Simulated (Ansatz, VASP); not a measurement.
**Two plane-wave programs on Nb2SiO2**

```
Nb Si O
1.0
    -2.04825    2.04825    4.07436
     2.04825   -2.04825    4.07436
     2.04825    2.04825   -4.07436
Nb Si O
2 1 2
Direct
  0.75000 0.25000 0.50000
  0.25000 0.75000 0.50000
  0.50000 0.50000 0.00000
  0.17554 0.17554 0.00000
  0.82446 0.82446 0.00000
```

Alike in both runs: functional PBE; k mesh 4 × 4 × 4; occupations gaussian, width 0.15 eV; no spin polarisation.

Ansatz relaxed the structure, and its values are those at the end. VASP's run is a single point on that final structure, the one shown.

|  | VASP | Ansatz |
| --- | --- | --- |
| version | VASP 6.6.1 | Ansatz 0.2.0 |
| potentials or method | VASP PAW PBE potentials, release 64 (Nb_sv, Si, O), cutoff 600 eV | scalar-relativistic, plane waves, PAW |
| valence electrons in the cell | 42 | 42 |

VASP gave:

| Item | Value |
| --- | --- |
| gap on the k mesh at the Fermi level (eV) | none |
| pressure (GPa) | -0.2 |
| rms of the force components (eV/Å) | 0.000 |

Q: What did Ansatz give for the same quantities?

A: gap on the k mesh at the Fermi level (eV): none; pressure (GPa): 0.1; rms of the force components (eV/Å): 0.006.

A gap of «none» marks a metal or a gap that the smearing closes. With one functional, cell and mesh, what is left measures potentials, basis and numerics.

The k mesh is coarse, so the values compare programs but aren't converged.
